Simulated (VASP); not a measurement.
# Y (Pm-3m) in VASP: notebook

The runs below take Y through single point, with RPBE.

Everything below comes from runs of VASP 6.6.1. Logs are shortened: lines on timing, memory, paths and dates and some standing lists are left out, and cuts for length are marked.

### 1 The cell of the first run

It takes space group Pm-3m (No. 221, cubic). Conventional cell: a = 3.186 Å, b = 3.186 Å, c = 3.186 Å, α = 90.00°, β = 90.00°, γ = 90.00°. Within 4.2 Å of Y (site symmetry m-3m) lie 6 Y at 3.19 Å.

### 2 Single point, RPBE (volume scaled by 0.88)

Input file INCAR:

```
PREC     = Accurate       # precision mode
ENCUT    = 520            # plane-wave cutoff, eV
EDIFF    = 1E-6           # SCF threshold, eV
ISMEAR   = -1             # smearing method
SIGMA    = 0.1            # smearing width, eV
LREAL    = F              # projectors in reciprocal space
LASPH    = T              # aspherical terms in the spheres
NELM     = 100            # most SCF steps
ALGO     = Normal         # electronic algorithm
ISIF     = 2              # what is computed and relaxed
LWAVE    = F              # write WAVECAR
LCHARG   = F              # write CHGCAR
GGA      = RP             # functional
NBANDS   = 12             # bands
```

Input file KPOINTS:

```
regular mesh
0
Gamma
  11 11 11
```

Input file POSCAR:

```
Y
1.0
    3.1856761739      0.0000000000      0.0000000000
    0.0000000000      3.1856761739      0.0000000000
    0.0000000000      0.0000000000      3.1856761739
Y
1
Direct
    0.0000000000      0.0000000000      0.0000000000
```

Potentials or basis: VASP PAW PBE potentials, release 64 (Y_sv).

Command:

```
$ cat potpaw_PBE.64/Y_sv/POTCAR > POTCAR
$ mpirun -np 1 vasp_std > vasp.out
```

OUTCAR:

```text
PREC = Accurate
   ENCUT = 520
   EDIFF = 1E-6
   ISMEAR = -1
   LREAL = F
   LASPH = T
   NELM = 100
   ISIF = 2
   GGA = RP

 ion  position               nearest neighbor table
   1  0.000  0.000  0.000-

  LATTYP: Found a simple cubic cell.
 ALAT       =     3.1856761739

  Lattice vectors:

 A1 = (   3.1856761739,   0.0000000000,   0.0000000000)
 A2 = (   0.0000000000,   3.1856761739,   0.0000000000)
 A3 = (   0.0000000000,   0.0000000000,   3.1856761739)

Analysis of symmetry for initial positions (statically):
=====================================================================
 Subroutine PRICEL returns:
 Original cell was already a primitive cell.

 Routine SETGRP: Setting up the symmetry group for a
 simple cubic supercell.

 Subroutine GETGRP returns: Found 48 space group operations
 (whereof 48 operations were pure point group operations)
 out of a pool of 48 trial point group operations.

The static configuration has the point symmetry O_h .

Analysis of symmetry for dynamics (positions and initial velocities):
=====================================================================
 Subroutine PRICEL returns:
 Original cell was already a primitive cell.

 Routine SETGRP: Setting up the symmetry group for a
 simple cubic supercell.

 Subroutine GETGRP returns: Found 48 space group operations
 (whereof 48 operations were pure point group operations)
 out of a pool of 48 trial point group operations.

The dynamic configuration has the point symmetry O_h .

 Subroutine INISYM returns: Found 48 space group operations
 (whereof 48 operations are pure point group operations),
 and found     1 'primitive' translations

----------------------------------------------------------------------------------------

                                     Primitive cell

  volume of cell :      32.3299

  direct lattice vectors                    reciprocal lattice vectors
     3.185676174  0.000000000  0.000000000     0.313905101  0.000000000  0.000000000
     0.000000000  3.185676174  0.000000000     0.000000000  0.313905101  0.000000000
     0.000000000  0.000000000  3.185676174     0.000000000  0.000000000  0.313905101

  length of vectors
     3.185676174  3.185676174  3.185676174     0.313905101  0.313905101  0.313905101

  position of ions in fractional coordinates (direct lattice)
     0.000000000  0.000000000  0.000000000

  ion indices of the primitive-cell ions
   primitive index   ion index
                 1           1

----------------------------------------------------------------------------------------

 KPOINTS: regular mesh

Automatic generation of k-mesh.
 Grid dimensions read from file:
 generate k-points for:   11   11   11

 Generating k-lattice:

  Cartesian coordinates                     Fractional coordinates (reciprocal lattice)
     0.028536827  0.000000000  0.000000000     0.090909091  0.000000000  0.000000000
     0.000000000  0.028536827  0.000000000     0.000000000  0.090909091  0.000000000
     0.000000000  0.000000000  0.028536827     0.000000000  0.000000000  0.090909091

  Length of vectors
     0.028536827  0.028536827  0.028536827

  Shift w.r.t. Gamma in fractional coordinates (k-lattice)
     0.000000000  0.000000000  0.000000000

 Subroutine IBZKPT returns following result:
 ===========================================

 Found     56 irreducible k-points:

 Following reciprocal coordinates:
            Coordinates               Weight
  0.000000  0.000000  0.000000      1.000000
  0.090909  0.000000  0.000000      6.000000
  0.181818  0.000000  0.000000      6.000000
  0.272727  0.000000  0.000000      6.000000
  0.363636  0.000000  0.000000      6.000000
  0.454545  0.000000  0.000000      6.000000
[... 16 lines left out ...]
  0.181818  0.090909  0.090909     24.000000
  0.272727  0.090909  0.090909     24.000000
 [... further k-points ...]
   k-points           NKPTS =     56   k-points in BZ     NKDIM =     56   number of bands    NBANDS=     12
   number of dos      NEDOS =    301   number of ions     NIONS =      1
   total plane-waves  NPLWV =  13824
   dimension x,y,z NGX =    24 NGY =   24 NGZ =   24
   dimension x,y,z NGXF=    48 NGYF=   48 NGZF=   48
   ions per type =               1
   NGX,Y,Z   is equivalent  to a cutoff of  12.52, 12.52, 12.52 a.u.
   NGXF,Y,Z  is equivalent  to a cutoff of  25.05, 25.05, 25.05 a.u.
 SYSTEM =  unknown system
   PREC   = accura    normal or accurate (medium, high low for compatibility)
   ISTART =      0    job   : 0-new  1-cont  2-samecut
   ICHARG =      2    charge: 1-file 2-atom 10-const
   ISPIN  =      1    spin polarized calculation?
   LNONCOLLINEAR =      F non collinear calculations
   LSORBIT =      F    spin-orbit coupling
   LASPH  =      T    aspherical Exc in radial PAW
   ENCUT  =  520.0 eV  38.22 Ry    6.18 a.u.   5.92  5.92  5.92*2*pi/ulx,y,z
   NELM   =    100;   NELMIN=  2; NELMDL= -5     # of ELM steps
   EDIFF  = 0.1E-05   stopping-criterion for ELM
   LREAL  =      F    real-space projection
   EDIFFG = 0.1E-04   stopping-criterion for IOM
   NSW    =      0    number of steps for IOM
   IBRION =     -1    ionic relax: 0-MD 1-quasi-New 2-CG
   NFREE  =      0    steps in history (QN), initial steepest desc. (CG)
   ISIF   =      2    stress and relaxation
   ISYM   =      2    0-nonsym 1-usesym 2-fastsym
   POTIM  = 0.5000    time-step for ionic-motion
   TEBEG  =    0.0;   TEEND  =   0.0 temperature during run
   PSTRESS=    0.0 pullay stress
   NELECT =      11.0000    total number of electrons
   NUPDOWN=      -1.0000    fix difference up-down
   EMIN   =  10.00;   EMAX   =-10.00  energy-range for DOS
   EFERMI =   0.00;   METHOD = LEGACY
   ISMEAR =    -1;   SIGMA  =   0.10  broadening in eV -4-tet -1-fermi 0-gaus
   EFERMI_NEDOS =   21; number of points for ismear=-14 and -15
   IALGO  =     38    algorithm
   IMIX   =      4    mixing-type and parameters
     AMIX     =   0.40;   BMIX     =  1.00
     AMIX_MAG =   1.60;   BMIX_MAG =  1.00
  volume/ion in A,a.u.               =      32.33       218.17
  Fermi-wavevector in a.u.,A,eV,Ry     =   1.142889  2.159747 17.771869  1.306196
  Thomas-Fermi vector in A             =   2.279586
   LORBIT       =      0    0 simple, 1 ext, 2 COOP (PROOUT), +10 PAW based schemes
   GGA     = RP    functional components
   LHFCALC =     F    Hartree Fock is set to
   AEXX    =    0.0000 exact exchange contribution
   IVDW    =     0    specifies the selected vdW correction
   LEPSILON=     F    determine dielectric tensor
   LRPA    =     F    only Hartree local field effects (RPA)
 non-spin polarized calculation
  energy-cutoff  :      520.00
  volume of cell :       32.33
 maximum number of plane-waves:       895
 NGX is ok and might be reduce to    24
   NGX = 11   NGY = 11   NGZ = 11

 number of electron      11.0000003 magnetization

 Free energy of the ion-electron system (eV)
  ---------------------------------------------------
  ext. energy  EPLUGINS =         0.00000000
  ---------------------------------------------------
  free energy    TOTEN  =        -5.30516773 eV

  energy without entropy =       -5.22998691  energy(sigma->0) =       -5.26757732

 E-fermi :   3.1939     XC(G=0):  -9.3477

 val. band max:        3.1925099497   @ k =   0.4545   0.3636   0.3636
 cond. band min:       3.1953086367   @ k =   0.2727   0.1818   0.0000
 fundamental gap:      0.0027986870
 Fermi energy:         3.1939041475

 k-point     1 :       0.0000    0.0000    0.0000
  band No.  band energies     occupation
      1     -39.7450      2.00000
      2     -19.3239      2.00000
      3     -19.3239      2.00000
      4     -19.3239      2.00000
      5      -1.3827      2.00000
      6       2.4955      1.99815
      7       2.4955      1.99815
      8       8.7693      0.00000
      9       8.7693      0.00000
     10       8.7693      0.00000
     11      13.8366      0.00000
     12      13.8366      0.00000

 k-point     2 :       0.0909    0.0000    0.0000
  band No.  band energies     occupation
      1     -39.7380      2.00000
      2     -19.3971      2.00000
      3     -19.3177      2.00000
      4     -19.3177      2.00000
      5      -1.2102      2.00000
      6       2.5484      1.99686
      7       2.6526      1.99112
      8       8.4317      0.00000
      9       8.4317      0.00000
     10       8.7908      0.00000
     11      13.0364      0.00000
     12      14.2587      0.00000

 k-point     3 :       0.1818    0.0000    0.0000
  band No.  band energies     occupation
      1     -39.7194      2.00000
      2     -19.5890      2.00000
      3     -19.3011      2.00000
      4     -19.3011      2.00000
      5      -0.7346      2.00000
      6       2.6958      1.98636
      7       3.0653      1.56681
      8       7.7065      0.00000
      9       7.7065      0.00000
     10       8.8491      0.00000
     11      11.6992      0.00000
     12      15.2177      0.00000
[... 286 lines left out ...]
 k-point    23 :       0.1818    0.0909    0.0909
  band No.  band energies     occupation
      1     -39.7056      2.00000
      2     -19.5748      2.00000
      3     -19.3704      2.00000
      4     -19.3625      2.00000
      5      -0.4029      2.00000
      6       2.9596      1.82483
      7       3.2330      0.80708
      8       7.2610      0.00000
      9       7.4070      0.00000
     10       8.2260      0.00000
     11      12.4875      0.00000
     12      14.4967      0.00000

 k-point    24 :       0.2727    0.0909    0.0909
  band No.  band energies     occupation
      1     -39.6811      2.00000
      2     -19.8144      2.00000
      3     -19.3474      2.00000
      4     -19.3398      2.00000
      5       0.2604      2.00000
      6       3.1706      1.11587
      7       3.6306      0.02506
      8       6.6122      0.00000
      9       6.7110      0.00000
     10       8.3273      0.00000
     11      11.4345      0.00000
     12      15.2559      0.00000

 [... further k-points ...]

------------------------ aborting loop because EDIFF is reached ----------------------------------------

  FORCE on cell =-STRESS in cart. coord.  units (eV):
  Direction    XX          YY          ZZ          XY          YZ          ZX
  --------------------------------------------------------------------------------------
  -------------------------------------------------------------------------------------
  Total        0.7429282      0.7429282      0.7429282     -0.0000000      0.0000000     -0.0000000
  in kB       36.8173513     36.8173513     36.8173513     -0.0000000      0.0000000     -0.0000000
  external PRESSURE =      36.8173513 kB  Pullay stress =       0.0000000 kB

 VOLUME and BASIS-vectors are now :
 -----------------------------------------------------------------------------
  energy-cutoff  :      520.00
  volume of cell :       32.33
      direct lattice vectors                 reciprocal lattice vectors
     3.185676174  0.000000000  0.000000000     0.313905101  0.000000000  0.000000000
     0.000000000  3.185676174  0.000000000     0.000000000  0.313905101  0.000000000
     0.000000000  0.000000000  3.185676174     0.000000000  0.000000000  0.313905101

 POSITION                                       TOTAL-FORCE (eV/Angst)
 -----------------------------------------------------------------------------------
      0.00000      0.00000      0.00000         0.000000      0.000000      0.000000
 -----------------------------------------------------------------------------------
    total drift:                                0.000000      0.000000      0.000000

  FREE ENERGIE OF THE ION-ELECTRON SYSTEM (eV)
  ---------------------------------------------------
  free  energy   TOTEN  =        -5.3051677255 eV

  energy  without entropy=       -5.2299869084  energy(sigma->0) =       -5.26757732
```

Wall time 6.1 s (1 thread of Intel Xeon 6975P-C (Granite Rapids), shared host); peak memory 0.15 GiB.

Results:

```yaml
Free_energy: -5.3052 eV
Pressure: 3.7 GPa
```

Caveat: the PAW data sets were made with another functional, which shifts forces and pressure a little.

### 3 Single point, RPBE (volume scaled by 0.92)

Input file INCAR:

```
  PREC = Accurate
  ENCUT = 520
  EDIFF = 1E-6
  ISMEAR = -1
  SIGMA = 0.1
  LREAL = False
  LASPH = True
  NELM = 80
  ALGO = Normal
  ISIF = 2
  LWAVE = False
  LCHARG = False
  GGA = RP
  NBANDS = 12
```

KPOINTS is that of step 2.

Input file POSCAR:

```
Y
1.0
    3.2332305904      0.0000000000      0.0000000000
    0.0000000000      3.2332305904      0.0000000000
    0.0000000000      0.0000000000      3.2332305904
Y
1
Direct
    0.0000000000      0.0000000000      0.0000000000
```

Potentials or basis: VASP PAW PBE potentials, release 64 (Y_sv).

Command:

```
$ cat potpaw_PBE.64/Y_sv/POTCAR > POTCAR
$ mpirun -np 1 vasp_std > vasp.out
```

It took 6.2 s on 1 thread of Intel Xeon 6975P-C (Granite Rapids), shared host; peak memory 0.16 GiB.

The run converged. Its results:

| Quantity | Value |
| --- | --- |
| Free energy | -5.3321 eV |
| Pressure | 2.2 GPa |

Levels at points of the mesh, in eV from the Fermi level:
| k point | band 2 | band 3 | band 4 | band 5 | band 6 | band 7 | band 8 | band 9 |
| --- | --- | --- | --- | --- | --- | --- | --- | --- |
| (0.00, 0.00, 0.00) | -22.64 | -22.64 | -22.64 | -4.51 | -0.64 | -0.64 | 5.33 | 5.33 |

Caveat: the PAW data sets were made with another functional, which shifts forces and pressure a little.

[end of part 1 of 3]
